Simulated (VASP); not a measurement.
Set up this calculation in VASP 6.6.1, as the native input.

```
Task                   : single point
Functional             : PBEsol
Potentials or basis    : VASP PAW PBE potentials, release 64 (Mg)
Cutoff                 : 520 eV
k mesh                 : 10 × 10 × 5
Occupations            : fermi-dirac, width 0.05 eV
Spin                   : no spin polarisation
Dipole correction      : no
Further INCAR settings : ALGO = Fast; EDIFF = 1e-06; NBANDS = 9
```

The structure of Mg lies in POSCAR:

```
Mg
1.0
    3.2515324747      0.0000000000      0.0000000000
   -1.6257662373      2.8159097243      0.0000000000
    0.0000000000      0.0000000000      5.2788644417
Mg
2
Direct
    0.6666666667      0.3333333333      0.7500000000
    0.3333333333      0.6666666667      0.2500000000
```

One way to write it, as run:

INCAR

```
ALGO     = Fast           # electronic algorithm
EDIFF    = 1E-6           # SCF threshold, eV
ENCUT    = 520            # plane-wave cutoff, eV
GGA      = PS             # functional
ISIF     = 2              # what is computed and relaxed
ISMEAR   = -1             # smearing method
LASPH    = T              # aspherical terms in the spheres
LCHARG   = F              # write CHGCAR
LREAL    = F              # projectors in reciprocal space
LWAVE    = F              # write WAVECAR
NBANDS   = 9              # bands
NELM     = 80             # most SCF steps
PREC     = Accurate       # precision mode
SIGMA    = 0.05           # smearing width, eV
```

KPOINTS

```
k-points
0
Gamma
  10 10 5
```

Potentials or basis: VASP PAW PBE potentials, release 64 (Mg).

Command:

```bash
$ cat potpaw_PBE.64/Mg/POTCAR > POTCAR
$ mpirun -np 1 vasp_std > vasp.out
```

Results of the run:

The pressure is -2.3 GPa and the band gap on the k mesh is zero (band 2 reaches 3.00 eV, above the bottom of band 3 at 1.09 eV).

Caveat: the PAW data sets were made with another functional, which shifts forces and pressure a little.

Run time: 11 s on 1 thread of AMD EPYC 9R45 (Zen 5), on a shared host, peak memory 0.13 GiB.
